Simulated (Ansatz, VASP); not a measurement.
**One calculation of TiO2, two programs**

```xyz
6
Lattice="-1.8711 1.8711 4.9212 1.8711 -1.8711 4.9212 1.8711 1.8711 -4.9212" Properties=species:S:1:pos:R:3 pbc="T T T"
Ti    0.0000    0.0000    0.0000
Ti    0.0000    1.8711    2.4606
O     0.0000    0.0000    2.0325
O     0.0000    1.8711    4.4931
O     0.0000    1.8711    0.4281
O     0.0000    0.0000    7.8098
```

Change from the starting cell: strain -0.015 along x and y, +0.015 along z, atoms carried along.

Alike in both runs: task single point; functional PBE; k mesh 10 × 10 × 10; occupations gaussian, width 0.05 eV; no spin polarisation.

|  | VASP | Ansatz |
| --- | --- | --- |
| version | VASP 6.6.1 | Ansatz 0.2.0 |
| potentials or method | VASP PAW PBE potentials, release 64 (Ti_sv, O), cutoff 520 eV | scalar-relativistic, plane waves, PAW |
| valence electrons in the cell | 48 | 48 |

Ansatz gave:

```
gap on the k mesh at the Fermi level (eV)                     : 2.20
least direct gap on the mesh (eV)                             : 2.53
pressure (GPa)                                                : 3.4
traceless stress, the component that is largest in VASP (GPa) : -4.25
rms of the force components (eV/Å)                            : 0.122
```

Problem. Which values does VASP return?

Solution. gap on the k mesh at the Fermi level (eV): 2.18; least direct gap on the mesh (eV): 2.51; pressure (GPa): 4.1; traceless stress, the component that is largest in VASP (GPa): -4.33; rms of the force components (eV/Å): 0.118.

Atom by atom the forces differ by 0.004 eV/Å (rms over components). The functional is the same, so the differences come from potentials, cutoffs and numerics.
